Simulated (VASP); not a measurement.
Wanted: the native input for a VASP 6.6.1 run.

```
Task                   : single point
Functional             : PBEsol
Potentials or basis    : VASP PAW PBE potentials, release 64 (Al)
Cutoff                 : 520 eV
k mesh                 : 18 × 18 × 6
Occupations            : gaussian, width 0.15 eV
Spin                   : no spin polarisation
Dipole correction      : no
Further INCAR settings : ALGO = Fast; EDIFF = 1e-06; NBANDS = 14
```

The structure of Al lies in POSCAR:

```
Al
1.0
    2.8362844918     -0.0283628449      0.0000000000
   -1.4427051901      2.4704758447      0.0000000000
    0.0000000000      0.0000000000      9.3221494563
Al
4
Direct
    0.0000000000      0.0000000000      0.0000000000
    0.3333333333      0.6666666667      0.2500000000
    0.0000000000      0.0000000000      0.5000000000
    0.6666666667      0.3333333333      0.7500000000
```

This cell differs from its parent crystal: strain -0.0200 x Voigt [0, 0, 0, 0, 0, 1].

The input as run:

INCAR

```
SYSTEM = Al
  PREC = Accurate
  ENCUT = 520
  EDIFF = 1E-6
  ISMEAR = 0
  SIGMA = 0.15
  LREAL = .False.
  LASPH = .True.
  NELM = 100
  ALGO = Fast
  ISIF = 2
  LWAVE = .False.
  LCHARG = .False.
  GGA = PS
  NBANDS = 14
```

KPOINTS

```
Automatic mesh
0
Gamma
  18 18 6
  0 0 0
```

Potentials or basis: VASP PAW PBE potentials, release 64 (Al).

Run with:

```sh
$ cat potpaw_PBE.64/Al/POTCAR > POTCAR
$ mpirun -np 1 vasp_std > vasp.out
```

It gave:

```yaml
Pressure: 0.1 GPa
Largest_force: 0.008 eV/Å
Band_gap_on_the_k_mesh: zero (bands 6 and 7 overlap by 5.57 eV)
```

Caveat: the cell differs from its parent crystal (strain -0.0200 x Voigt [0, 0, 0, 0, 0, 1]); the PAW data sets were made with another functional, which shifts forces and pressure a little.

It took 3.7 min on 1 thread of Intel(R) Xeon(R) 6975P-C (Granite Rapids), on a shared host, peak memory 0.53 GiB.
